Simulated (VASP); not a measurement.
Here is a VASP 6.6.1 calculation.

INCAR

```
  PREC = Accurate
  ENCUT = 520
  EDIFF = 1E-6
  ISMEAR = 0
  SIGMA = 0.05
  LREAL = F
  LASPH = T
  NELM = 150
  ALGO = Normal
  ISIF = 2
  LWAVE = F
  LCHARG = F
  ISPIN = 2
  MAGMOM = 0 0 0 0 1
  LORBIT = 11
  LMAXMIX = 4
  LDIPOL = T
  IDIPOL = 3
  DIPOL = 0.5 0.5 0.303
  GGA = PE
  IVDW = 12
  NBANDS = 38
```

File KPOINTS:

```
Automatic mesh
0
Gamma
  7 7 1
```

File POSCAR:

```
CuSn2O2
1.0
    3.8201708766      0.0000000000      0.0000000000
    0.0000000000      3.8201708766      0.0000000000
    0.0000000000      0.0000000000     19.3630360333
Sn O Cu
2 2 1
Direct
    0.5000000000      0.0000000000      0.2065791745
    0.0000000000      0.5000000000      0.3286176828
    0.0000000000      0.0000000000      0.2675984287
    0.5000000000      0.5000000000      0.2675984287
    0.0000000000      0.5000000000      0.4422362288
```

Potentials or basis: VASP PAW PBE potentials, release 64 (Sn_d, O, Cu).

Launch:

```bash
$ cat potpaw_PBE.64/Sn_d/POTCAR potpaw_PBE.64/O/POTCAR potpaw_PBE.64/Cu/POTCAR > POTCAR
$ mpirun -np 1 vasp_std > vasp.out
```

**Question.** Predict the site moments.

**Answer.** Sn +0.00, +0.04; O +0.02; Cu +0.04 μB.

**Question.** What does it give for the largest force?

**Answer.** 3.625 eV/Å.

**Question.** Predict the net moment.

**Answer.** 0.34 μB per cell.

**Question.** Estimate the dispersion energy per atom.

**Answer.** -0.162 eV.

Forces on the atoms (eV/Å):
```
Sn   0.000  0.000 -0.031
Sn   0.000  0.000 -3.625
O    0.000  0.000  0.204
O    0.000  0.000  0.204
Cu   0.000  0.000  3.249
```

Caveat: a moment this small can come from the mesh or the smearing.
